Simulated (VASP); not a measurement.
# Pt (I4/mmm) in VASP: notebook

The runs below take Pt through single point, with LDA.

All numbers are computed with VASP 6.6.1; they aren't measurements. Logs are shortened: lines on timing, memory, paths and dates and some standing lists are left out, and cuts for length are marked.

### 1 The cell of the first run

Symmetry: I4/mmm, No. 139, tetragonal system. Conventional cell: a = 2.642 Å, b = 2.642 Å, c = 3.974 Å, α = 90.00°, β = 90.00°, γ = 90.00°. Pt (site symmetry 4/mmm) has 12 Pt at 2.64 to 2.73 Å within 3.5 Å.

### 2 Single point, LDA (13.87 Å³/atom)

The input, INCAR:

```
SYSTEM = Pt
ALGO     = Fast           ! electronic algorithm
EDIFF    = 1E-7           ! SCF threshold, eV
ENCUT    = 520            ! plane-wave cutoff, eV
ISIF     = 2              ! what is computed and relaxed
ISMEAR   = 0              ! smearing method
LASPH    = .True.         ! aspherical terms in the spheres
LCHARG   = .False.        ! write CHGCAR
LREAL    = .False.        ! projectors in reciprocal space
LWAVE    = .False.        ! write WAVECAR
NBANDS   = 11             ! bands
NELM     = 80             ! most SCF steps
PREC     = Accurate       ! precision mode
SIGMA    = 0.15           ! smearing width, eV
```

The input, KPOINTS:

```
k-points
0
Gamma
  22 22 22
  0 0 0
```

The input, POSCAR:

```
Pt
1.0
    0.0000000000      1.8682284229      1.9872345734
    1.8682284229      0.0000000000      1.9872345734
    1.8682284229      1.8682284229      0.0000000000
Pt
1
Direct
    0.0000000000      0.0000000000      0.0000000000
```

Potentials or basis: VASP PAW LDA potentials, release 64 (Pt).

Command:

```
> cat potpaw_LDA.64/Pt/POTCAR > POTCAR
> mpirun -np 1 vasp_std > vasp.out
```

OUTCAR:

```text
SYSTEM = Pt
   EDIFF = 1E-7
   ENCUT = 520
   ISIF = 2
   ISMEAR = 0
   LASPH = .True.
   LREAL = .False.
   NELM = 80
   PREC = Accurate

 ion  position               nearest neighbor table
   1  0.000  0.000  0.000-

  LATTYP: Found a body centered tetragonal cell.
 ALAT       =     2.6420739733
 C/A-ratio  =     1.5042989663

  Lattice vectors:

 A1 = (  -1.8682284229,   0.0000000000,   1.9872345734)
 A2 = (   1.8682284229,   0.0000000000,   1.9872345734)
 A3 = (   0.0000000000,   1.8682284229,  -1.9872345734)

Analysis of symmetry for initial positions (statically):
=====================================================================
 Subroutine PRICEL returns:
 Original cell was already a primitive cell.

 Routine SETGRP: Setting up the symmetry group for a
 body centered tetragonal supercell.

 Subroutine GETGRP returns: Found 16 space group operations
 (whereof 16 operations were pure point group operations)
 out of a pool of 16 trial point group operations.

The static configuration has the point symmetry D_4h.

Analysis of symmetry for dynamics (positions and initial velocities):
=====================================================================
 Subroutine PRICEL returns:
 Original cell was already a primitive cell.

 Routine SETGRP: Setting up the symmetry group for a
 body centered tetragonal supercell.

 Subroutine GETGRP returns: Found 16 space group operations
 (whereof 16 operations were pure point group operations)
 out of a pool of 16 trial point group operations.

The dynamic configuration has the point symmetry D_4h.

 Subroutine INISYM returns: Found 16 space group operations
 (whereof 16 operations are pure point group operations),
 and found     1 'primitive' translations

----------------------------------------------------------------------------------------

                                     Primitive cell

  volume of cell :      13.8720

  direct lattice vectors                    reciprocal lattice vectors
     0.000000000  1.868228423  1.987234573    -0.267633226  0.267633226  0.251605929
     1.868228423  0.000000000  1.987234573     0.267633226 -0.267633226  0.251605929
     1.868228423  1.868228423  0.000000000     0.267633226  0.267633226 -0.251605929

  length of vectors
     2.727522445  2.727522445  2.642073973     0.454489418  0.454489418  0.454489418

  position of ions in fractional coordinates (direct lattice)
     0.000000000  0.000000000  0.000000000

  ion indices of the primitive-cell ions
   primitive index   ion index
                 1           1

----------------------------------------------------------------------------------------

 KPOINTS: k-points

Automatic generation of k-mesh.
 Grid dimensions read from file:
 generate k-points for:   22   22   22

 Generating k-lattice:

  Cartesian coordinates                     Fractional coordinates (reciprocal lattice)
    -0.012165147  0.012165147  0.011436633     0.045454545  0.000000000  0.000000000
     0.012165147 -0.012165147  0.011436633     0.000000000  0.045454545  0.000000000
     0.012165147  0.012165147 -0.011436633    -0.000000000 -0.000000000  0.045454545

  Length of vectors
     0.020658610  0.020658610  0.020658610

  Shift w.r.t. Gamma in fractional coordinates (k-lattice)
     0.000000000  0.000000000  0.000000000

 Subroutine IBZKPT returns following result:
 ===========================================

 Found    834 irreducible k-points:

 Following reciprocal coordinates:
            Coordinates               Weight
  0.000000  0.000000  0.000000      1.000000
  0.045455  0.000000  0.000000      8.000000
  0.090909  0.000000  0.000000      8.000000
  0.136364  0.000000  0.000000      8.000000
  0.181818  0.000000  0.000000      8.000000
  0.227273  0.000000  0.000000      8.000000
[... 16 lines left out ...]
  0.500000  0.045455  0.000000      8.000000
 -0.454545  0.045455  0.000000      8.000000
 [... further k-points ...]
   k-points           NKPTS =    834   k-points in BZ     NKDIM =    834   number of bands    NBANDS=     11
   number of dos      NEDOS =    301   number of ions     NIONS =      1
   total plane-waves  NPLWV =   8000
   dimension x,y,z NGX =    20 NGY =   20 NGZ =   20
   dimension x,y,z NGXF=    40 NGYF=   40 NGZF=   40
   ions per type =               1
   NGX,Y,Z   is equivalent  to a cutoff of  12.19, 12.19, 12.58 a.u.
   NGXF,Y,Z  is equivalent  to a cutoff of  24.38, 24.38, 25.17 a.u.
 SYSTEM =  Pt
   PREC   = accura    normal or accurate (medium, high low for compatibility)
   ISTART =      0    job   : 0-new  1-cont  2-samecut
   ICHARG =      2    charge: 1-file 2-atom 10-const
   ISPIN  =      1    spin polarized calculation?
   LNONCOLLINEAR =      F non collinear calculations
   LSORBIT =      F    spin-orbit coupling
   LASPH  =      T    aspherical Exc in radial PAW
   ENCUT  =  520.0 eV  38.22 Ry    6.18 a.u.   5.07  5.07  4.91*2*pi/ulx,y,z
   NELM   =     80;   NELMIN=  2; NELMDL= -5     # of ELM steps
   EDIFF  = 0.1E-06   stopping-criterion for ELM
   LREAL  =      F    real-space projection
   EDIFFG = 0.1E-05   stopping-criterion for IOM
   NSW    =      0    number of steps for IOM
   IBRION =     -1    ionic relax: 0-MD 1-quasi-New 2-CG
   NFREE  =      0    steps in history (QN), initial steepest desc. (CG)
   ISIF   =      2    stress and relaxation
   ISYM   =      2    0-nonsym 1-usesym 2-fastsym
   POTIM  = 0.5000    time-step for ionic-motion
   TEBEG  =    0.0;   TEEND  =   0.0 temperature during run
   PSTRESS=    0.0 pullay stress
   NELECT =      10.0000    total number of electrons
   NUPDOWN=      -1.0000    fix difference up-down
   EMIN   =  10.00;   EMAX   =-10.00  energy-range for DOS
   EFERMI =   0.00;   METHOD = LEGACY
   ISMEAR =     0;   SIGMA  =   0.15  broadening in eV -4-tet -1-fermi 0-gaus
   EFERMI_NEDOS =   21; number of points for ismear=-14 and -15
   IALGO  =     68    algorithm
   IMIX   =      4    mixing-type and parameters
     AMIX     =   0.40;   BMIX     =  1.00
     AMIX_MAG =   1.60;   BMIX_MAG =  1.00
  volume/ion in A,a.u.               =      13.87        93.61
  Fermi-wavevector in a.u.,A,eV,Ry     =   1.467895  2.773920 29.316707  2.154717
  Thomas-Fermi vector in A             =   2.583458
   LORBIT       =      0    0 simple, 1 ext, 2 COOP (PROOUT), +10 PAW based schemes
   GGA     = CA    functional components
   LHFCALC =     F    Hartree Fock is set to
   AEXX    =    0.0000 exact exchange contribution
   IVDW    =     0    specifies the selected vdW correction
   LEPSILON=     F    determine dielectric tensor
   LRPA    =     F    only Hartree local field effects (RPA)
 non-spin polarized calculation
 RMM-DIIS sequential band-by-band and
 Gauss-broadening in eV      SIGMA  =   0.15
  energy-cutoff  :      520.00
  volume of cell :       13.87
 maximum number of plane-waves:       385
   NGX = 11   NGY = 11   NGZ =  9

 number of electron      10.0000000 magnetization

 number of electron       9.9999999 magnetization

 Free energy of the ion-electron system (eV)
  ---------------------------------------------------
  ext. energy  EPLUGINS =         0.00000000
  ---------------------------------------------------
  free energy    TOTEN  =        -7.43423603 eV

  energy without entropy =       -7.41689394  energy(sigma->0) =       -7.42556499

 E-fermi :  12.8312     XC(G=0): -14.1749

 val. band max:       12.8252282566   @ k =   0.4091   0.2273   0.0000
 cond. band min:      12.8335094783   @ k =  -0.2273   0.4091   0.2273
 fundamental gap:      0.0082812217
 Fermi energy:        12.8312212601

 k-point     1 :       0.0000    0.0000    0.0000
  band No.  band energies     occupation
      1       1.6296      2.00000
      2       7.9360      2.00000
      3       8.7866      2.00000
      4       8.7866      2.00000
      5      10.4517      2.00000
      6      11.4816      2.00000
      7      27.2434      0.00000
      8      31.4224      0.00000
      9      33.1998      0.00000
     10      33.1998      0.00000
     11      38.4532      0.00000

 k-point     2 :       0.0455    0.0000    0.0000
  band No.  band energies     occupation
      1       1.7209      2.00000
      2       7.9547      2.00000
      3       8.7600      2.00000
      4       8.8244      2.00000
      5      10.4382      2.00000
      6      11.4488      2.00000
      7      27.3950      0.00000
      8      31.3993      0.00000
      9      32.8844      0.00000
     10      33.3525      0.00000
     11      39.0176      0.00000

 k-point     3 :       0.0909    0.0000    0.0000
  band No.  band energies     occupation
      1       1.9886      2.00000
      2       7.9900      2.00000
      3       8.7016      2.00000
      4       8.9305      2.00000
      5      10.4138      2.00000
      6      11.3618      2.00000
      7      27.8241      0.00000
      8      30.9166      0.00000
      9      32.7134      0.00000
     10      33.8012      0.00000
     11      40.1511      0.00000

 k-point     4 :       0.1364    0.0000    0.0000
  band No.  band energies     occupation
      1       2.4130      2.00000
      2       7.9926      2.00000
      3       8.6594      2.00000
      4       9.0807      2.00000
      5      10.4262      2.00000
      6      11.2553      2.00000
      7      28.4421      0.00000
      8      29.8405      0.00000
      9      33.2194      0.00000
     10      34.5179      0.00000
     11      39.7767      0.00000

 k-point     5 :       0.1818    0.0000    0.0000
  band No.  band energies     occupation
      1       2.9536      2.00000
      2       7.9607      2.00000
      3       8.6374      2.00000
      4       9.2272      2.00000
      5      10.5446      2.00000
      6      11.1898      2.00000
      7      28.5394      0.00000
      8      29.1351      0.00000
      9      34.0818      0.00000
     10      35.4508      0.00000
     11      38.1333      0.00000
[... 211 lines left out ...]
 k-point    21 :       0.4091    0.0455    0.0000
  band No.  band energies     occupation
      1       4.6379      2.00000
      2       8.0633      2.00000
      3       9.0410      2.00000
      4      10.1127      2.00000
      5      12.5002      1.99819
      6      12.5955      1.97376
      7      21.7074      0.00000
      8      27.3943      0.00000
      9      33.3870      0.00000
     10      33.4700      0.00000
     11      40.4555      0.00000

 k-point    22 :       0.4545    0.0455    0.0000
  band No.  band energies     occupation
      1       4.6449      2.00000
      2       7.9865      2.00000
      3       8.9395      2.00000
      4      10.9944      2.00000
      5      12.6894      1.81866
      6      13.1572      0.00212
      7      20.2867      0.00000
      8      26.9881      0.00000
      9      32.4046      0.00000
     10      32.9533      0.00000
     11      41.5273      0.00000

 k-point    23 :       0.5000    0.0455    0.0000
  band No.  band energies     occupation
      1       4.6391      2.00000
      2       7.9606      2.00000
      3       8.8815      2.00000
      4      11.4859      2.00000
      5      12.7390      1.61534
      6      13.5964      0.00000
      7      19.4395      0.00000
      8      26.8015      0.00000
      9      31.7994      0.00000
     10      32.8115      0.00000
     11      41.8496      0.00000

 k-point    24 :      -0.4545    0.0455    0.0000
  band No.  band energies     occupation
      1       4.6427      2.00000
      2       7.9849      2.00000
      3       8.8759      2.00000
      4      11.3759      2.00000
      5      12.6317      1.94006
      6      13.6735      0.00000
      7      19.5670      0.00000
      8      26.8351      0.00000
      9      31.6482      0.00000
     10      33.0780      0.00000
     11      41.3493      0.00000

 [... further k-points ...]

------------------------ aborting loop because EDIFF is reached ----------------------------------------

  FORCE on cell =-STRESS in cart. coord.  units (eV):
  Direction    XX          YY          ZZ          XY          YZ          ZX
  --------------------------------------------------------------------------------------
  -------------------------------------------------------------------------------------
  Total        2.4025818      2.4025818      1.4716283      0.0000000      0.0000000      0.0000000
  in kB      277.4915002    277.4915002    169.9689675      0.0000000      0.0000000      0.0000000
  external PRESSURE =     241.6506560 kB  Pullay stress =       0.0000000 kB

 VOLUME and BASIS-vectors are now :
 -----------------------------------------------------------------------------
  energy-cutoff  :      520.00
  volume of cell :       13.87
      direct lattice vectors                 reciprocal lattice vectors
     0.000000000  1.868228423  1.987234573    -0.267633226  0.267633226  0.251605929
     1.868228423  0.000000000  1.987234573     0.267633226 -0.267633226  0.251605929
     1.868228423  1.868228423  0.000000000     0.267633226  0.267633226 -0.251605929

 POSITION                                       TOTAL-FORCE (eV/Angst)
 -----------------------------------------------------------------------------------
      0.00000      0.00000      0.00000        -0.000000      0.000000      0.000000
 -----------------------------------------------------------------------------------
    total drift:                                0.000000      0.000000      0.000000

  FREE ENERGIE OF THE ION-ELECTRON SYSTEM (eV)
  ---------------------------------------------------
  free  energy   TOTEN  =        -7.4342360303 eV

  energy  without entropy=       -7.4168939418  energy(sigma->0) =       -7.42556499
```

It took 3.3 min on 1 thread of Intel Xeon 8259CL, shared host; peak memory 0.24 GiB.

What came out:

| Property | Result |
| --- | --- |
| Free energy | -7.4342 eV |
| Pressure | 24.2 GPa |
| Band gap on the k mesh | zero (bands 5 and 6 overlap by 2.91 eV) |

Caveat: the cell stands under pressure; spin-orbit coupling is left out, which moves the levels of the heavy elements.

### 3 Single point, LDA (14.31 Å³/atom)

This run uses another cell than the first one, of 14.31 Å³/atom.

The input, INCAR:

```
PREC     = Accurate       # precision mode
ENCUT    = 520            # plane-wave cutoff, eV
EDIFF    = 1E-7           # SCF threshold, eV
ISMEAR   = 0              # smearing method
SIGMA    = 0.15           # smearing width, eV
LREAL    = False          # projectors in reciprocal space
LASPH    = True           # aspherical terms in the spheres
NELM     = 80             # most SCF steps
ALGO     = Normal         # electronic algorithm
ISIF     = 2              # what is computed and relaxed
LWAVE    = False          # write WAVECAR
LCHARG   = False          # write CHGCAR
NBANDS   = 11             # bands
```

The input, KPOINTS:

```
regular mesh
0
Gamma
  22 22 22
```

The input, POSCAR:

```
Pt
1.0
    0.0000000000      1.8879075900      2.0081673035
    1.8879075900      0.0000000000      2.0081673035
    1.8879075900      1.8879075900      0.0000000000
Pt
1
Direct
    0.0000000000      0.0000000000      0.0000000000
```

Potentials or basis: VASP PAW LDA potentials, release 64 (Pt).

Command:

```
> cat potpaw_LDA.64/Pt/POTCAR > POTCAR
> mpirun -np 1 vasp_std > vasp.out
```

It took 2.2 min on 1 thread of Intel Xeon 8259CL, shared host; peak memory 0.23 GiB.

The run converged. Its results:

```
Free energy            : -7.4837 eV
Pressure               : 11.7 GPa
Band gap on the k mesh : zero (bands 5 and 6 overlap by 2.74 eV)
```

Stress tensor (GPa, compression positive):
```
14.86  0.00  0.00
 0.00 14.86  0.00
 0.00  0.00  5.39
```

Levels at points of the mesh, in eV from the Fermi level:
```
           k point  band 3  band 4  band 5  band 6  band 7  band 8
(0.00, 0.00, 0.00)   -3.84   -3.84   -2.26   -1.28   14.53   18.59
(0.50, 0.00, 0.00)   -3.81   -0.66   -0.10    0.25    6.30   13.96
(0.50, 0.50, 0.00)    0.13    0.53    0.53    0.89    8.38   12.29
(0.50, 0.00, 0.50)   -0.02    0.21    0.93    2.12   10.07   10.93
```

Caveat: the cell stands under pressure; spin-orbit coupling is left out, which moves the levels of the heavy elements.
